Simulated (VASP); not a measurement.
The system is CaS.

```xyz
2
Lattice="0.0000 2.8479 2.8479 2.8479 0.0000 2.8479 2.8479 2.8479 0.0000" Properties=species:S:1:pos:R:3 pbc="T T T"
Ca    0.0000    0.0000    0.0000
S     2.8479    2.8479    2.8479
```

Base run:

```yaml
Program: VASP 6.6.1
Functional: r2SCAN
Potentials_or_basis: VASP PAW PBE potentials, release 64 (Ca_sv, S)
Cutoff: 550 eV
k_mesh: 6 × 6 × 6
Occupations: gaussian, width 0.01 eV
Spin: no spin polarisation
```

Its results: band gap on the k mesh 2.80 eV (least direct gap 3.63 eV); pressure 0.3 GPa.

**Question.** After a change of settings the same cell gave: band gap on the k mesh 2.35 eV (least direct gap 3.16 eV); pressure 0.7 GPa. Which change was it?
A. occupations from gaussian, width 0.01 eV to gaussian, width 0.05 eV
B. functional from r2SCAN to LDA; potentials or basis from VASP PAW PBE potentials, release 64 (Ca_sv, S) to VASP PAW LDA potentials, release 64 (Ca_sv, S); cutoff from 550 eV to 500 eV
C. functional from r2SCAN to PBE; cutoff from 550 eV to 500 eV; k mesh from 6 × 6 × 6 to 4 × 4 × 4

**Answer.** C.

Caveats: some runs use coarse meshes; the PAW data sets were made with another functional, which shifts forces and pressure a little (at least some runs).
